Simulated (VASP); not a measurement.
# InP2 (Fd-3m) in VASP: relaxation of cell and atoms with PBE

Aim: the relaxation of cell and atoms of InP2 with PBE.

All numbers are computed with VASP 6.6.1; they aren't measurements. Logs are shortened: lines on timing, memory, paths and dates and some standing lists are left out, and cuts for length are marked.

### 1 The cell of the first run

The structure is cubic, space group Fd-3m (No. 227). The conventional cell has a = 11.515 Å, b = 11.515 Å, c = 11.515 Å, α = 90.00°, β = 90.00°, γ = 90.00°. Within 3.3 Å of In (site symmetry -43m) lie 4 P at 2.49 Å. P (site symmetry -3m) has 2 In at 2.49 Å within 3.3 Å.

### 2 Relaxation of cell and atoms, PBE

Input file INCAR:

```
SYSTEM = InP2
PREC     = Accurate       ! precision mode
ENCUT    = 500            ! plane-wave cutoff, eV
EDIFF    = 1E-7           ! SCF threshold, eV
ISMEAR   = 0              ! smearing method
SIGMA    = 0.1            ! smearing width, eV
LREAL    = .False.        ! projectors in reciprocal space
LASPH    = .True.         ! aspherical terms in the spheres
NELM     = 120            ! most SCF steps
ALGO     = Normal         ! electronic algorithm
ISIF     = 3              ! what is computed and relaxed
LWAVE    = .False.        ! write WAVECAR
LCHARG   = .False.        ! write CHGCAR
GGA      = PE             ! functional
IBRION   = 2              ! ionic algorithm
NSW      = 100            ! ionic steps
EDIFFG   = -0.01          ! ionic threshold
GGA_COMPAT= .False.      
NELMIN   = 4
```

Input file KPOINTS:

```
Automatic mesh
0
Gamma
  6 6 6
  0 0 0
```

Input file POSCAR:

```
InP2
1.0
    0.0000000000      5.7572760216      5.7572760216
    5.7572760216      0.0000000000      5.7572760216
    5.7572760216      5.7572760216      0.0000000000
In P
2 4
Direct
    0.0000000000      0.0000000000      0.0000000000
    0.2500000000      0.2500000000      0.2500000000
    0.1250000000      0.1250000000      0.1250000000
    0.6250000000      0.1250000000      0.1250000000
    0.1250000000      0.1250000000      0.6250000000
    0.1250000000      0.6250000000      0.1250000000
```

Potentials or basis: VASP PAW PBE potentials, release 64 (In_d, P).

Command:

```console
> cat potpaw_PBE.64/In_d/POTCAR potpaw_PBE.64/P/POTCAR > POTCAR
> mpirun -np 1 vasp_std > vasp.out
```

OUTCAR:

```text
SYSTEM = InP2
   PREC = Accurate
   ENCUT = 500
   EDIFF = 1E-7
   ISMEAR = 0
   LREAL = .False.
   LASPH = .True.
   NELM = 120
   ISIF = 3
   GGA = PE
   IBRION = 2
   NSW = 100
   EDIFFG = -0.01
   NELMIN = 4

 ion  position               nearest neighbor table
   1  0.000  0.000  0.000-   3 2.49   4 2.49   5 2.49   6 2.49
   2  0.250  0.250  0.250-   3 2.49   4 2.49   5 2.49   6 2.49
   3  0.125  0.125  0.125-   1 2.49   2 2.49
   4  0.625  0.125  0.125-   1 2.49   2 2.49
   5  0.125  0.125  0.625-   1 2.49   2 2.49
   6  0.125  0.625  0.125-   1 2.49   2 2.49

  LATTYP: Found a face centered cubic cell.
 ALAT       =    11.5145520432

  Lattice vectors:

 A1 = (   0.0000000000,   5.7572760216,   5.7572760216)
 A2 = (   5.7572760216,   0.0000000000,   5.7572760216)
 A3 = (   5.7572760216,   5.7572760216,   0.0000000000)

Analysis of symmetry for initial positions (statically):
=====================================================================
 Subroutine PRICEL returns:
 Original cell was already a primitive cell.

 Routine SETGRP: Setting up the symmetry group for a
 face centered cubic supercell.

 Subroutine GETGRP returns: Found 48 space group operations
 (whereof 24 operations were pure point group operations)
 out of a pool of 48 trial point group operations.

The static configuration has the point symmetry T_d .
 The point group associated with its full space group is O_h .

Analysis of symmetry for dynamics (positions and initial velocities):
=====================================================================
 Subroutine PRICEL returns:
 Original cell was already a primitive cell.

 Routine SETGRP: Setting up the symmetry group for a
 face centered cubic supercell.

 Subroutine GETGRP returns: Found 48 space group operations
 (whereof 24 operations were pure point group operations)
 out of a pool of 48 trial point group operations.

The dynamic configuration has the point symmetry T_d .
 The point group associated with its full space group is O_h .

 Subroutine INISYM returns: Found 48 space group operations
 (whereof 24 operations are pure point group operations),
[... 155 lines left out ...]

 VOLUME and BASIS-vectors are now :
 -----------------------------------------------------------------------------
  energy-cutoff  :      500.00
  volume of cell :      381.66
      direct lattice vectors                 reciprocal lattice vectors
     0.000000000  5.757276022  5.757276022    -0.086846626  0.086846626  0.086846626
     5.757276022  0.000000000  5.757276022     0.086846626 -0.086846626  0.086846626
     5.757276022  5.757276022  0.000000000     0.086846626  0.086846626 -0.086846626

 POSITION                                       TOTAL-FORCE (eV/Angst)
 -----------------------------------------------------------------------------------
      0.00000      0.00000      0.00000         0.000000      0.000000     -0.000000
      2.87864      2.87864      2.87864        -0.000000     -0.000000      0.000000
      1.43932      1.43932      1.43932         0.000000     -0.000000      0.000000
      1.43932      4.31796      4.31796         0.000000     -0.000000      0.000000
      4.31796      4.31796      1.43932         0.000000     -0.000000      0.000000
      4.31796      1.43932      4.31796         0.000000     -0.000000      0.000000
 -----------------------------------------------------------------------------------
    total drift:                                0.000000     -0.000000     -0.000000

  FREE ENERGIE OF THE ION-ELECTRON SYSTEM (eV)
  ---------------------------------------------------
  free  energy   TOTEN  =       -17.6415735239 eV

  energy  without entropy=      -17.5842415853  energy(sigma->0) =      -17.61290755

--------------------------------------- Ionic step        2  -------------------------------------------

 number of electron      46.0000006 magnetization

 Free energy of the ion-electron system (eV)
  ---------------------------------------------------
  ext. energy  EPLUGINS =         0.00000000
  ---------------------------------------------------
  free energy    TOTEN  =       -17.64186016 eV

  energy without entropy =      -17.58431455  energy(sigma->0) =      -17.61308735

 E-fermi :  -1.8175     XC(G=0):  -5.0644

 val. band max:       -1.8180400861   @ k =  -0.3333   0.5000   0.1667
 cond. band min:      -1.8160975251   @ k =   0.5000   0.1667   0.0000
 fundamental gap:      0.0019425610
 Fermi energy:        -1.8174742946

 k-point     1 :       0.0000    0.0000    0.0000
  band No.  band energies     occupation
      1     -16.1262      2.00000
      2     -16.1262      2.00000
      3     -16.1262      2.00000
      4     -16.0425      2.00000
      5     -16.0425      2.00000
      6     -16.0425      2.00000
[... 469 lines left out ...]
     26      -1.5819      0.00086
     27       1.2260      0.00000

------------------------ aborting loop because EDIFF is reached ----------------------------------------

  FORCE on cell =-STRESS in cart. coord.  units (eV):
  Direction    XX          YY          ZZ          XY          YZ          ZX
  --------------------------------------------------------------------------------------
  -------------------------------------------------------------------------------------
  Total        0.0043886      0.0043886      0.0043886     -0.0000000     -0.0000000      0.0000000
  in kB        0.0183541      0.0183541      0.0183541     -0.0000000     -0.0000000      0.0000000
  external PRESSURE =       0.0183541 kB  Pullay stress =       0.0000000 kB

 VOLUME and BASIS-vectors are now :
 -----------------------------------------------------------------------------
  energy-cutoff  :      500.00
  volume of cell :      383.09
      direct lattice vectors                 reciprocal lattice vectors
     0.000000000  5.764425985  5.764425985    -0.086738905  0.086738905  0.086738905
     5.764425985 -0.000000000  5.764425985     0.086738905 -0.086738905  0.086738905
     5.764425985  5.764425985 -0.000000000     0.086738905  0.086738905 -0.086738905

 POSITION                                       TOTAL-FORCE (eV/Angst)
 -----------------------------------------------------------------------------------
      5.76443      5.76443     11.52885         0.000000      0.000000     -0.000000
      2.88221      2.88221      2.88221         0.000000      0.000000      0.000000
      1.44111      1.44111      1.44111        -0.000000     -0.000000      0.000000
      1.44111      4.32332      4.32332        -0.000000     -0.000000      0.000000
      4.32332      4.32332      1.44111        -0.000000     -0.000000      0.000000
      4.32332      1.44111      4.32332        -0.000000     -0.000000      0.000000
 -----------------------------------------------------------------------------------
    total drift:                                0.000000     -0.000000      0.000000

  FREE ENERGIE OF THE ION-ELECTRON SYSTEM (eV)
  ---------------------------------------------------
  free  energy   TOTEN  =       -17.6418601639 eV

  energy  without entropy=      -17.5843145456  energy(sigma->0) =      -17.61308735

 reached required accuracy - stopping structural energy minimisation
```

CONTCAR:

```text
InP2
   1.00000000000000
     0.0000000000000000    5.7644259850611164    5.7644259850611164
     5.7644259850611164   -0.0000000000000000    5.7644259850611164
     5.7644259850611164    5.7644259850611164   -0.0000000000000000
  In              P
     2     4
Direct
     1.0000000000000000    1.0000000000000000    0.0000000000000000
     0.2500000000000000    0.2500000000000000    0.2500000000000000
     0.1250000000000000    0.1250000000000000    0.1250000000000000
     0.6250000000000000    0.1250000000000000    0.1250000000000000
     0.1250000000000000    0.1250000000000000    0.6250000000000000
     0.1250000000000000    0.6250000000000000    0.1250000000000000

  0.00000000E+00  0.00000000E+00  0.00000000E+00
  0.00000000E+00  0.00000000E+00  0.00000000E+00
  0.00000000E+00  0.00000000E+00  0.00000000E+00
  0.00000000E+00  0.00000000E+00  0.00000000E+00
  0.00000000E+00  0.00000000E+00  0.00000000E+00
  0.00000000E+00  0.00000000E+00  0.00000000E+00
```

Run time: 8.3 min. Hardware: 1 thread of Oxide Virtual Turin-like, shared host; peak memory 0.56 GiB.

What came out:

| Item | Value |
| --- | --- |
| Free energy | -17.6419 eV |
| Relaxed volume | 63.85 Å³/atom |
| Relaxed cell | a = 8.152 Å, b = 8.152 Å, c = 8.152 Å, α = 60.00°, β = 60.00°, γ = 60.00° |
| Space group after relaxing (to 0.1 Å) | Fd-3m (No. 227) |
| Energy gained by relaxing | 0.0 meV/atom |
| Ionic steps | 2 |
| Pressure after relaxing | 0.0 GPa |
| Band gap on the k mesh | zero (bands 23 and 24 overlap by 0.20 eV) |

The path:
```tsv
step	energy change (eV)	largest force (eV/Å)	pressure (GPa)	volume (Å³)
1	0.0000	0.0000	0.06	381.66
2	-0.0003	0.0000	0.00	383.09
```

Final structure:
```cif
data_structure
_symmetry_space_group_name_H-M 'P 1'
_symmetry_Int_Tables_number 1
_cell_length_a 8.1521
_cell_length_b 8.1521
_cell_length_c 8.1521
_cell_angle_alpha 60.000
_cell_angle_beta 60.000
_cell_angle_gamma 60.000
_cell_volume 383.09
loop_
_atom_site_label
_atom_site_type_symbol
_atom_site_fract_x
_atom_site_fract_y
_atom_site_fract_z
_atom_site_occupancy
In1 In 0.00000 0.00000 0.00000 1
In2 In 0.25000 0.25000 0.25000 1
P1 P 0.12500 0.12500 0.12500 1
P2 P 0.62500 0.12500 0.12500 1
P3 P 0.12500 0.12500 0.62500 1
P4 P 0.12500 0.62500 0.12500 1
```

Levels at points of the mesh, in eV from the Fermi level:
```csv
k point,band 21,band 22,band 23,band 24,band 25,band 26
"(0.00, 0.00, 0.00)",-0.19,0.15,0.15,0.15,0.49,0.49
"(0.50, 0.00, 0.00)",-0.39,-0.30,-0.30,0.30,0.30,0.50
"(0.50, 0.50, 0.00)",-0.65,-0.65,-0.05,-0.05,0.39,0.39
```

Caveat: semilocal functionals underestimate gaps, and a narrow one can read as zero; spin-orbit coupling is left out, which moves the levels of the heavy elements.
